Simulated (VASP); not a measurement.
# B5P (P4mm) in VASP: a series of runs, part 2 of 2

VASP 6.6.1. The steps go on from the part before.

### 4 Single point, PBE

This run uses another cell than the first one, of 13.48 Å³/atom.

INCAR reads:

```
ALGO = Normal
EDIFF = 1E-6
ENCUT = 500
GGA = PE
GGA_COMPAT = False
ISIF = 2
ISMEAR = 0
LASPH = True
LCHARG = False
LREAL = False
LWAVE = False
NBANDS = 19
NELM = 120
PREC = Accurate
SIGMA = 0.1
```

KPOINTS reads:

```
k-points
0
Gamma
  4 4 4
```

POSCAR reads:

```
B5P
1.0
    4.2783717832      0.0000000000      0.0000000000
    0.0000000000      4.2783717832      0.0000000000
    0.0000000000      0.0000000000      4.4170017405
B P
5 1
Direct
    0.5000000000      0.5000000000      0.2092018738
    0.5000000000      0.1947194509      0.4550573827
    0.1947194509      0.5000000000      0.4550573827
    0.5000000000      0.8052805491      0.4550573827
    0.8052805491      0.5000000000      0.4550573827
    0.5000000000      0.5000000000      0.7805685953
```

Potentials or basis: VASP PAW PBE potentials, release 64 (B, P).

Started as:

```console
$ cat potpaw_PBE.64/B/POTCAR potpaw_PBE.64/P/POTCAR > POTCAR
$ mpirun -np 1 vasp_std > vasp.out
```

OUTCAR:

```text
EDIFF = 1E-6
   ENCUT = 500
   GGA = PE
   ISIF = 2
   ISMEAR = 0
   LASPH = True
   LREAL = False
   NELM = 120
   PREC = Accurate

 ion  position               nearest neighbor table
   1  0.500  0.500  0.209-   2 1.70   3 1.70   4 1.70   5 1.70   6 1.89   6 2.52
   2  0.500  0.195  0.455-   4 1.67   1 1.70   3 1.85   5 1.85   6 1.94
   3  0.195  0.500  0.455-   5 1.67   1 1.70   4 1.85   2 1.85   6 1.94
   4  0.500  0.805  0.455-   2 1.67   1 1.70   3 1.85   5 1.85   6 1.94
   5  0.805  0.500  0.455-   3 1.67   1 1.70   2 1.85   4 1.85   6 1.94
   6  0.500  0.500  0.781-   1 1.89   2 1.94   3 1.94   4 1.94   5 1.94   1 2.52

  LATTYP: Found a simple tetragonal cell.
 ALAT       =     4.2783717832
 C/A-ratio  =     1.0324025036

  Lattice vectors:

 A1 = (   4.2783717832,   0.0000000000,   0.0000000000)
 A2 = (   0.0000000000,   4.2783717832,   0.0000000000)
 A3 = (   0.0000000000,   0.0000000000,   4.4170017405)

Analysis of symmetry for initial positions (statically):
=====================================================================
 Subroutine PRICEL returns:
 Original cell was already a primitive cell.

 Routine SETGRP: Setting up the symmetry group for a
 simple tetragonal supercell.

 Subroutine GETGRP returns: Found  8 space group operations
 (whereof  8 operations were pure point group operations)
 out of a pool of 16 trial point group operations.

The static configuration has the point symmetry C_4v.

Analysis of symmetry for dynamics (positions and initial velocities):
=====================================================================
 Subroutine PRICEL returns:
 Original cell was already a primitive cell.

 Routine SETGRP: Setting up the symmetry group for a
 simple tetragonal supercell.

 Subroutine GETGRP returns: Found  8 space group operations
 (whereof  8 operations were pure point group operations)
 out of a pool of 16 trial point group operations.

The dynamic configuration has the point symmetry C_4v.

 Subroutine INISYM returns: Found  8 space group operations
 (whereof  8 operations are pure point group operations),
 and found     1 'primitive' translations

----------------------------------------------------------------------------------------

                                     Primitive cell

  volume of cell :      80.8509

  direct lattice vectors                    reciprocal lattice vectors
     4.278371783  0.000000000  0.000000000     0.233733778  0.000000000  0.000000000
     0.000000000  4.278371783  0.000000000     0.000000000  0.233733778  0.000000000
     0.000000000  0.000000000  4.417001740     0.000000000  0.000000000  0.226397918

  length of vectors
     4.278371783  4.278371783  4.417001740     0.233733778  0.233733778  0.226397918

  position of ions in fractional coordinates (direct lattice)
     0.500000000  0.500000000  0.209201874
     0.500000000  0.194719451  0.455057383
     0.194719451  0.500000000  0.455057383
     0.500000000  0.805280549  0.455057383
     0.805280549  0.500000000  0.455057383
     0.500000000  0.500000000  0.780568595

  ion indices of the primitive-cell ions
   primitive index   ion index
                 1           1
                 2           2
                 3           3
                 4           4
                 5           5
                 6           6
[... 30 lines left out ...]
  0.250000  0.000000  0.000000      4.000000
  0.500000  0.000000  0.000000      2.000000
  0.250000  0.250000  0.000000      4.000000
  0.500000  0.250000  0.000000      4.000000
  0.500000  0.500000  0.000000      1.000000
[... 10 lines left out ...]
  0.500000  0.250000  0.500000      4.000000
  0.500000  0.500000  0.500000      1.000000
   k-points           NKPTS =     18   k-points in BZ     NKDIM =     18   number of bands    NBANDS=     19
   number of dos      NEDOS =    301   number of ions     NIONS =      6
   total plane-waves  NPLWV =  32768
   dimension x,y,z NGX =    32 NGY =   32 NGZ =   32
   dimension x,y,z NGXF=    64 NGYF=   64 NGZF=   64
   ions per type =               5   1
   NGX,Y,Z   is equivalent  to a cutoff of  12.43, 12.43, 12.04 a.u.
   NGXF,Y,Z  is equivalent  to a cutoff of  24.87, 24.87, 24.09 a.u.
 SYSTEM =  unknown system
   PREC   = accura    normal or accurate (medium, high low for compatibility)
   ISTART =      0    job   : 0-new  1-cont  2-samecut
   ICHARG =      2    charge: 1-file 2-atom 10-const
   ISPIN  =      1    spin polarized calculation?
   LNONCOLLINEAR =      F non collinear calculations
   LSORBIT =      F    spin-orbit coupling
   LASPH  =      T    aspherical Exc in radial PAW
   ENCUT  =  500.0 eV  36.75 Ry    6.06 a.u.   7.80  7.80  8.05*2*pi/ulx,y,z
   NELM   =    120;   NELMIN=  2; NELMDL= -5     # of ELM steps
   EDIFF  = 0.1E-05   stopping-criterion for ELM
   LREAL  =      F    real-space projection
   EDIFFG = 0.1E-04   stopping-criterion for IOM
   NSW    =      0    number of steps for IOM
   IBRION =     -1    ionic relax: 0-MD 1-quasi-New 2-CG
   NFREE  =      0    steps in history (QN), initial steepest desc. (CG)
   ISIF   =      2    stress and relaxation
   ISYM   =      2    0-nonsym 1-usesym 2-fastsym
   POTIM  = 0.5000    time-step for ionic-motion
   TEBEG  =    0.0;   TEEND  =   0.0 temperature during run
   PSTRESS=    0.0 pullay stress
   NELECT =      20.0000    total number of electrons
   NUPDOWN=      -1.0000    fix difference up-down
   EMIN   =  10.00;   EMAX   =-10.00  energy-range for DOS
   EFERMI =   0.00;   METHOD = LEGACY
   ISMEAR =     0;   SIGMA  =   0.10  broadening in eV -4-tet -1-fermi 0-gaus
   EFERMI_NEDOS =   21; number of points for ismear=-14 and -15
   IALGO  =     38    algorithm
   IMIX   =      4    mixing-type and parameters
     AMIX     =   0.40;   BMIX     =  1.00
     AMIX_MAG =   1.60;   BMIX_MAG =  1.00
  volume/ion in A,a.u.               =      13.48        90.93
  Fermi-wavevector in a.u.,A,eV,Ry     =   1.027677  1.942028 14.369384  1.056120
  Thomas-Fermi vector in A             =   2.161634
   LORBIT       =      0    0 simple, 1 ext, 2 COOP (PROOUT), +10 PAW based schemes
   GGA     = PE    functional components
   LHFCALC =     F    Hartree Fock is set to
   AEXX    =    0.0000 exact exchange contribution
   IVDW    =     0    specifies the selected vdW correction
   LEPSILON=     F    determine dielectric tensor
   LRPA    =     F    only Hartree local field effects (RPA)
 non-spin polarized calculation
 Gauss-broadening in eV      SIGMA  =   0.10
  energy-cutoff  :      500.00
  volume of cell :       80.85
 maximum number of plane-waves:      2080
 NGX is ok and might be reduce to    32
   NGX = 15   NGY = 15   NGZ = 17

 number of electron      19.9999999 magnetization

 Free energy of the ion-electron system (eV)
  ---------------------------------------------------
  ext. energy  EPLUGINS =         0.00000000
  ---------------------------------------------------
  free energy    TOTEN  =       -38.24926364 eV

  energy without entropy =      -38.24926364  energy(sigma->0) =      -38.24926364

 E-fermi :   3.0797     XC(G=0):  -8.6305

 val. band max:        2.6381181095   @ k =   0.0000   0.0000   0.5000
 cond. band min:       3.5148830686   @ k =   0.5000   0.0000   0.0000
 fundamental gap:      0.8767649592
 Fermi energy:         3.0797408529

 k-point     1 :       0.0000    0.0000    0.0000
  band No.  band energies     occupation
      1     -13.1570      2.00000
      2      -6.3254      2.00000
      3      -5.0853      2.00000
      4      -4.7573      2.00000
      5      -4.7573      2.00000
      6      -3.3628      2.00000
[... 373 lines left out ...]
      6      -2.2747      2.00000
[... 11 lines left out ...]
     18      10.4990      0.00000
     19      10.5007      0.00000

------------------------ aborting loop because EDIFF is reached ----------------------------------------

  FORCE on cell =-STRESS in cart. coord.  units (eV):
  Direction    XX          YY          ZZ          XY          YZ          ZX
  --------------------------------------------------------------------------------------
  -------------------------------------------------------------------------------------
  Total        0.0572839      0.0572839     -0.0972742      0.0000000      0.0000000      0.0000000
  in kB        1.1351648      1.1351648     -1.9276296      0.0000000      0.0000000      0.0000000
  external PRESSURE =       0.1142333 kB  Pullay stress =       0.0000000 kB

 VOLUME and BASIS-vectors are now :
 -----------------------------------------------------------------------------
  energy-cutoff  :      500.00
  volume of cell :       80.85
      direct lattice vectors                 reciprocal lattice vectors
     4.278371783  0.000000000  0.000000000     0.233733778  0.000000000  0.000000000
     0.000000000  4.278371783  0.000000000     0.000000000  0.233733778  0.000000000
     0.000000000  0.000000000  4.417001740     0.000000000  0.000000000  0.226397918

 POSITION                                       TOTAL-FORCE (eV/Angst)
 -----------------------------------------------------------------------------------
      2.13919      2.13919      0.92405         0.000000     -0.000000     -0.040013
      2.13919      0.83308      2.00999        -0.000000     -0.007348      0.014555
      0.83308      2.13919      2.00999        -0.007348      0.000000      0.014555
      2.13919      3.44529      2.00999         0.000000      0.007348      0.014555
      3.44529      2.13919      2.00999         0.007348      0.000000      0.014555
      2.13919      2.13919      3.44777         0.000000     -0.000000     -0.018207
 -----------------------------------------------------------------------------------
    total drift:                               -0.000000     -0.000000      0.000013

  FREE ENERGIE OF THE ION-ELECTRON SYSTEM (eV)
  ---------------------------------------------------
  free  energy   TOTEN  =       -38.2492636442 eV

  energy  without entropy=      -38.2492636442  energy(sigma->0) =      -38.24926364
```

Run time: 33 s. Hardware: 1 thread of Intel Xeon 8259CL, shared host; peak memory 0.17 GiB.

What came out:

| Property | Result |
| --- | --- |
| Free energy | -38.2493 eV |
| Pressure | 0.0 GPa |
| Largest force | 0.040 eV/Å |
| Band gap on the k mesh | 0.88 eV (least direct gap 1.10 eV) |

Forces in eV/Å, atoms in the order of the input:
```
B    0.000  0.000 -0.040
B    0.000 -0.007  0.015
B   -0.007  0.000  0.015
B    0.000  0.007  0.015
B    0.007  0.000  0.015
P    0.000  0.000 -0.018
```

Levels at points of the mesh, in eV from the valence-band top:
| k point | band 7 | band 8 | band 9 | band 10 | band 11 | band 12 | band 13 | band 14 |
| --- | --- | --- | --- | --- | --- | --- | --- | --- |
| (0.00, 0.00, 0.00) | -5.21 | -1.49 | -1.49 | -0.10 | 1.90 | 1.90 | 2.08 | 5.28 |
| (0.50, 0.00, 0.00) | -3.27 | -2.42 | -2.11 | -1.41 | 0.88 | 2.72 | 3.43 | 3.58 |
| (0.50, 0.50, 0.00) | -3.18 | -3.18 | -2.30 | -2.30 | 1.68 | 1.68 | 5.86 | 6.13 |
| (0.00, 0.00, 0.50) | -3.51 | -3.43 | -3.43 | 0.00 | 1.10 | 2.48 | 3.87 | 4.04 |
| (0.50, 0.00, 0.50) | -3.33 | -3.23 | -2.24 | -1.99 | 2.12 | 3.03 | 3.04 | 5.28 |
| (0.50, 0.50, 0.50) | -3.75 | -2.88 | -2.06 | -2.06 | 2.52 | 4.52 | 5.33 | 5.33 |

A k mesh can miss the band edges.

### 5 Single point, PBE

This run uses another cell than the first one, of 13.48 Å³/atom.

INCAR reads:

```
  PREC = Accurate
  ENCUT = 500
  EDIFF = 1E-6
  ISMEAR = 0
  SIGMA = 0.2
  LREAL = False
  LASPH = True
  NELM = 120
  ALGO = Normal
  ISIF = 2
  LWAVE = False
  LCHARG = True
  GGA = PE
  LELF = True
  LVHAR = True
  NBANDS = 19
  GGA_COMPAT = False
```

KPOINTS reads:

```
regular mesh
0
Gamma
  4 4 4
```

POSCAR is that of step 4.

Started as:

```console
$ cat potpaw_PBE.64/B/POTCAR potpaw_PBE.64/P/POTCAR > POTCAR
$ mpirun -np 1 vasp_std > vasp.out
```

Run time: 18 s. Hardware: 1 thread of Intel Xeon 8259CL, shared host; peak memory 0.17 GiB.

Results (log left out):

```yaml
Free_energy: -38.2493 eV
Pressure: 0.0 GPa
Largest_force: 0.040 eV/Å
Band_gap_on_the_k_mesh: 0.88 eV (least direct gap 1.10 eV)
```

Forces on the atoms (eV/Å):
```
B    0.000  0.000 -0.040
B    0.000 -0.007  0.015
B   -0.007  0.000  0.015
B    0.000  0.007  0.015
B    0.007  0.000  0.015
P    0.000  0.000 -0.018
```

Stress tensor (GPa, compression positive):
```
 0.11  0.00  0.00
 0.00  0.11  0.00
 0.00  0.00 -0.19
```

Levels at points of the mesh, in eV from the valence-band top:
| k point | band 6 | band 7 | band 8 | band 9 | band 10 | band 11 | band 12 | band 13 | band 14 | band 15 |
| --- | --- | --- | --- | --- | --- | --- | --- | --- | --- | --- |
| (0.00, 0.00, 0.00) | -6.00 | -5.21 | -1.49 | -1.49 | -0.10 | 1.90 | 1.90 | 2.08 | 5.28 | 5.36 |
| (0.50, 0.00, 0.00) | -5.52 | -3.27 | -2.42 | -2.11 | -1.41 | 0.88 | 2.72 | 3.43 | 3.58 | 6.08 |
| (0.50, 0.50, 0.00) | -3.92 | -3.18 | -3.18 | -2.30 | -2.30 | 1.68 | 1.68 | 5.86 | 6.13 | 6.94 |
| (0.00, 0.00, 0.50) | -5.07 | -3.51 | -3.43 | -3.43 | 0.00 | 1.10 | 2.48 | 3.87 | 4.04 | 4.04 |
| (0.50, 0.00, 0.50) | -5.06 | -3.33 | -3.23 | -2.24 | -1.99 | 2.12 | 3.03 | 3.04 | 5.28 | 6.72 |
| (0.50, 0.50, 0.50) | -4.91 | -3.75 | -2.88 | -2.06 | -2.06 | 2.52 | 4.52 | 5.33 | 5.33 | 5.87 |

A k mesh can miss the band edges.

### 6 Relaxation of cell and atoms, PBE

This run uses another cell than the first one, of 10.04 Å³/atom.

INCAR reads:

```
PREC     = Accurate       # precision mode
ENCUT    = 500            # plane-wave cutoff, eV
EDIFF    = 1E-7           # SCF threshold, eV
ISMEAR   = 0              # smearing method
SIGMA    = 0.2            # smearing width, eV
LREAL    = False          # projectors in reciprocal space
LASPH    = True           # aspherical terms in the spheres
NELM     = 120            # most SCF steps
ALGO     = Normal         # electronic algorithm
ISIF     = 3              # what is computed and relaxed
LWAVE    = False          # write WAVECAR
LCHARG   = False          # write CHGCAR
GGA      = PE             # functional
IBRION   = 2              # ionic algorithm
NSW      = 36             # ionic steps
EDIFFG   = -0.08          # ionic threshold
GGA_COMPAT= False        
NELMIN   = 4
```

KPOINTS reads:

```
Automatic mesh
0
Gamma
  4 4 4
```

POSCAR reads:

```
B5P
1.0
    3.7000000000      0.0000000000      0.0000000000
    0.0000000000      3.7000000000      0.0000000000
    0.0000000000      0.0000000000      4.4000000000
B P
5 1
Direct
    0.5000000000      0.5000000000      0.2200000000
    0.5000000000      0.2100000000      0.4500000000
    0.2100000000      0.5000000000      0.4500000000
    0.5000000000      0.7900000000      0.4500000000
    0.7900000000      0.5000000000      0.4500000000
    0.5000000000      0.5000000000      0.7900000000
```

Potentials or basis: VASP PAW PBE potentials, release 64 (B, P).

Started as:

```console
$ cat potpaw_PBE.64/B/POTCAR potpaw_PBE.64/P/POTCAR > POTCAR
$ mpirun -np 1 vasp_std > vasp.out
```

Run time: 5.1 min. Hardware: 1 thread of Intel Xeon 8259CL, shared host; peak memory 0.17 GiB.

The run converged. Its results:

```yaml
Free_energy: -38.2426 eV
Relaxed_volume: 13.48 Å³/atom
Relaxed_cell: a = 4.280 Å, b = 4.280 Å, c = 4.415 Å, α = 90.00°, β = 90.00°, γ = 90.00°
Space_group_after_relaxing_to_0.1_Å: P4mm (No. 99)
Pressure_after_relaxing: -0.1 GPa
Largest_force_after_relaxing: 0.046 eV/Å
Band_gap_on_the_k_mesh: 0.87 eV (least direct gap 1.09 eV)
```

Forces on the atoms (eV/Å):
```
B    0.000  0.000  0.036
B    0.000  0.011  0.002
B    0.011  0.000  0.002
B    0.000 -0.011  0.002
B   -0.011  0.000  0.002
P    0.000  0.000 -0.046
```

Final structure:
```cif
data_structure
_symmetry_space_group_name_H-M 'P 1'
_symmetry_Int_Tables_number 1
_cell_length_a 4.2803
_cell_length_b 4.2803
_cell_length_c 4.4153
_cell_angle_alpha 90.000
_cell_angle_beta 90.000
_cell_angle_gamma 90.000
_cell_volume 80.89
loop_
_atom_site_label
_atom_site_type_symbol
_atom_site_fract_x
_atom_site_fract_y
_atom_site_fract_z
_atom_site_occupancy
B1 B 0.50000 0.50000 0.20883 1
B2 B 0.50000 0.19467 0.45514 1
B3 B 0.19467 0.50000 0.45514 1
B4 B 0.50000 0.80533 0.45514 1
B5 B 0.80533 0.50000 0.45514 1
P1 P 0.50000 0.50000 0.78061 1
```

Levels at points of the mesh, in eV from the valence-band top:
| k point | band 7 | band 8 | band 9 | band 10 | band 11 | band 12 | band 13 | band 14 |
| --- | --- | --- | --- | --- | --- | --- | --- | --- |
| (0.00, 0.00, 0.00) | -5.21 | -1.49 | -1.49 | -0.10 | 1.90 | 1.90 | 2.07 | 5.36 |
| (0.50, 0.00, 0.00) | -3.27 | -2.42 | -2.11 | -1.40 | 0.87 | 2.71 | 3.43 | 3.58 |
| (0.50, 0.50, 0.00) | -3.17 | -3.17 | -2.30 | -2.30 | 1.68 | 1.68 | 5.85 | 6.12 |
| (0.00, 0.00, 0.50) | -3.51 | -3.43 | -3.43 | 0.00 | 1.09 | 2.50 | 3.87 | 4.03 |
| (0.50, 0.00, 0.50) | -3.33 | -3.23 | -2.24 | -1.99 | 2.12 | 3.04 | 3.04 | 5.28 |
| (0.50, 0.50, 0.50) | -3.74 | -2.88 | -2.06 | -2.06 | 2.53 | 4.52 | 5.33 | 5.33 |

Caveat: the k points lie up to 0.37 Å⁻¹ apart in the final cell; the volume moved by over 15 % at a fixed basis, so the end points are rough; the relaxation stopped at a loose force limit of 0.08 eV/Å, so its end isn't a converged minimum. A k mesh can miss the band edges.

### 7 The runs side by side

| task | cell | smearing | gap on the mesh (eV) | pressure (GPa) | relaxed volume (Å³/atom) | largest force (eV/Å) |
| --- | --- | --- | --- | --- | --- | --- |
| relaxation of cell and atoms | relaxed from a = 3.767, b = 3.767, c = 4.158 Å, 6 atoms, atomic positions A | gaussian 0.2 eV | 0.92 | 0.0 | 13.49 | 0.04 |
| single point | a = 4.279, b = 4.279, c = 4.416 Å, 6 atoms, atomic positions B | gaussian 0.2 eV | 0.88 | 0.0 | - | 0.05 |
| single point | a = 4.278, b = 4.278, c = 4.417 Å, 6 atoms, atomic positions B | gaussian 0.1 eV | 0.88 | 0.0 | - | 0.04 |
| single point | a = 4.278, b = 4.278, c = 4.417 Å, 6 atoms, atomic positions B | gaussian 0.2 eV | 0.88 | 0.0 | - | 0.04 |
| relaxation of cell and atoms | relaxed from a = 3.700, b = 3.700, c = 4.400 Å, 6 atoms, atomic positions C | gaussian 0.2 eV | 0.87 | -0.1 | 13.48 | 0.05 |

Alike in all rows: level PBE; potentials or basis VASP PAW PBE potentials, release 64 (B, P); no spin polarisation; k mesh 4 × 4 × 4; cutoff (eV) 500.

Caveats: some runs use coarse meshes; the volume moved by over 15 % at a fixed basis, so the end points are rough (at least some runs); the relaxation stopped at a loose force limit of 0.08 eV/Å, so its end isn't a converged minimum (at least some runs).

Total energies depend on the potentials used, so only differences within one code and one set of settings carry meaning.
